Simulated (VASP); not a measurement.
Hf: single point with PBE

System: Hf, a slab with vacuum.

```
Hf
1.0
     0.00000    5.55538    0.00000
    -4.81110   -2.77769    0.00000
     0.00000    0.00000   26.93515
Hf
12
Direct
  0.66667 0.66667 0.22276
  0.33333 0.00000 0.22276
  0.00000 0.33333 0.22276
  0.33348 0.33360 0.31060
  0.00012 0.66652 0.31060
  0.66640 0.99988 0.31060
  0.66507 0.66543 0.40779
  0.33457 0.99964 0.40779
  0.00036 0.33493 0.40779
  0.32388 0.32208 0.50117
  0.99820 0.67612 0.50117
  0.67792 0.00180 0.50117
```

```json
{
 "Program": "VASP 6.6.1",
 "Task": "single point",
 "Functional": "PBE",
 "Potentials or basis": "VASP PAW PBE potentials, release 64 (Hf_pv)",
 "Cutoff": "400 eV",
 "k mesh": "9 × 9 × 1",
 "Occupations": "methfessel-paxton, width 0.1 eV",
 "Spin": "no spin polarisation"
}
```

| Item | Value |
| --- | --- |
| Largest force | 0.788 eV/Å |
| Band gap on the k mesh | zero (bands 60 and 61 overlap by 0.32 eV) |

Forces in eV/Å, atoms in the order of the input:
```
Hf   0.002 -0.002  0.048
Hf   0.000  0.002  0.048
Hf  -0.002 -0.001  0.048
Hf   0.018 -0.002 -0.090
Hf  -0.011 -0.015 -0.090
Hf  -0.008  0.017 -0.090
Hf   0.016 -0.002  0.767
Hf  -0.006  0.015  0.767
Hf  -0.010 -0.013  0.767
Hf  -0.279  0.133 -0.725
Hf   0.255  0.175 -0.725
Hf   0.024 -0.308 -0.725
```

Levels at points of the mesh, in eV from the Fermi level:
```
           k point  band 56  band 57  band 58  band 59  band 60  band 61  band 62  band 63  band 64  band 65
(0.00, 0.00, 0.00)    -0.04    -0.04     0.00     0.00     0.02     0.11     0.19     0.20     0.25     0.41
```

Run time: 25 min on 1 thread of Intel(R) Xeon(R) 6975P-C (Granite Rapids) (shared host), peak memory 0.75 GiB.

Caveat: spin-orbit coupling is left out, which moves the levels of the heavy elements.
